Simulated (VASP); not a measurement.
A run of VASP 6.6.1 is set up as follows.

File POSCAR:

```
TaN
1.0
    2.9361543272      0.0000000000      0.0000000000
   -1.4680771636      2.5427842368      0.0000000000
    0.0000000000      0.0000000000      5.7692371053
Ta N
2 2
Direct
    0.3333333333      0.6666666667      0.2500000000
    0.3333333333      0.6666666667      0.7500000000
    0.0000000000      0.0000000000      0.0000000000
    0.0000000000      0.0000000000      0.5000000000
```

INCAR.step1

```
PREC     = Accurate       # precision mode
ENCUT    = 520            # plane-wave cutoff, eV
ISMEAR   = 0              # smearing method
SIGMA    = 0.15           # smearing width, eV
LREAL    = F              # projectors in reciprocal space
LASPH    = T              # aspherical terms in the spheres
NELM     = 80             # most SCF steps
NBANDS   = 24             # bands
GGA      = PE             # functional
ALGO     = Normal         # electronic algorithm
EDIFF    = 1E-4           # SCF threshold, eV
LWAVE    = T              # write WAVECAR
LCHARG   = F              # write CHGCAR
```

File INCAR.step2:

```
PREC     = Accurate       # precision mode
ENCUT    = 520            # plane-wave cutoff, eV
EDIFF    = 1E-6           # SCF threshold, eV
ISMEAR   = 0              # smearing method
SIGMA    = 0.15           # smearing width, eV
LREAL    = F              # projectors in reciprocal space
LASPH    = T              # aspherical terms in the spheres
NELM     = 80             # most SCF steps
ALGO     = Normal         # electronic algorithm
ISIF     = 2              # what is computed and relaxed
LWAVE    = F              # write WAVECAR
LCHARG   = F              # write CHGCAR
METAGGA  = R2SCAN         # meta-GGA
LMIXTAU  = T            
NBANDS   = 24             # bands
ISTART   = 1
```

File KPOINTS:

```
Automatic mesh
0
Gamma
  12 12 6
```

Potentials or basis: VASP PAW PBE potentials, release 64 (Ta_pv, N).

Launch:

```sh
$ cat potpaw_PBE.64/Ta_pv/POTCAR potpaw_PBE.64/N/POTCAR > POTCAR
$ cp INCAR.step1 INCAR
$ mpirun -np 1 vasp_std > vasp.out
$ cp INCAR.step2 INCAR
$ mpirun -np 1 vasp_std > vasp.out
```

What does it give for the pressure?

1.6 GPa.

What does it give for the band gap on the k mesh?

Zero (band 16 reaches 8.51 eV, above the bottom of band 17 at 8.14 eV).

Stress tensor (GPa, compression positive):
```
1.52 0.00 0.00
0.00 1.52 0.00
0.00 0.00 1.78
```

Caveat: the PAW data sets were made with another functional, which shifts forces and pressure a little; spin-orbit coupling is left out, which moves the levels of the heavy elements.
